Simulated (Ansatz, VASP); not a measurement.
One calculation of TePb, two programs

Contents of INCAR:

```
SYSTEM = TePb
  ALGO = Normal
  EDIFF = 1E-6
  ENCUT = 520
  GGA = PE
  ISIF = 2
  ISMEAR = -1
  LASPH = .TRUE.
  LCHARG = .FALSE.
  LREAL = .FALSE.
  LWAVE = .FALSE.
  NBANDS = 28
  NELM = 80
  PREC = Accurate
  SIGMA = 0.05
```

Contents of KPOINTS:

```
k-points
0
G
  9 9 5
  0 0 0
```

The input POSCAR:

```
TePb
1.0
    3.9274968454      0.0000000000      0.0000000000
   -1.9637484227      3.4013120414      0.0000000000
    0.0000000000      0.0000000000      8.0799140992
Pb Te
2 2
Direct
    0.0000000000      0.0000000000      0.0000000000
    0.0000000000      0.0000000000      0.5000000000
    0.3333333333      0.6666666667      0.2500000000
    0.6666666667      0.3333333333      0.7500000000
```

Input for Ansatz:

```yaml
crystal:
  lattice:
    - [3.9274968454, 0.0, 0.0]
    - [-1.9637484227, 3.4013120414, 0.0]
    - [0.0, 0.0, 8.0799140992]
  atoms:
    - { symbol: Pb, position: [0.0, 0.0, 0.0] }
    - { symbol: Pb, position: [0.0, 0.0, 0.5] }
    - { symbol: Te, position: [0.3333333333, 0.6666666667, 0.25] }
    - { symbol: Te, position: [0.6666666667, 0.3333333333, 0.75] }
kpoints:
  mp_grid: { grid: [9, 9, 5] }
scf:
  occupations: { method: fermi_dirac, width: 0.05 }
hamiltonian:
  xc: pbe
  pseudopotentials: { kind: all_electron, lapw: { basis_error: 0.0005 } }
output:
  forces: true
  stress: true
  eigenvalues: true
  populations: true
```

Alike in both runs: task single point; functional PBE; k mesh 9 × 9 × 5; occupations fermi-dirac, width 0.05 eV; no spin polarisation.

|  | VASP | Ansatz |
| --- | --- | --- |
| version | VASP 6.6.1 | Ansatz 0.2.0 |
| potentials or method | VASP PAW PBE potentials, release 64 (Pb_d, Te), cutoff 520 eV | all-electron LAPW, scalar-relativistic |

```tsv
	VASP	Ansatz	Ansatz less VASP
pressure (GPa)	17.0	17.0	+0.06
```

Ansatz ran all-electron here, and VASP with PAW potentials.

Neither program's run includes spin-orbit coupling.
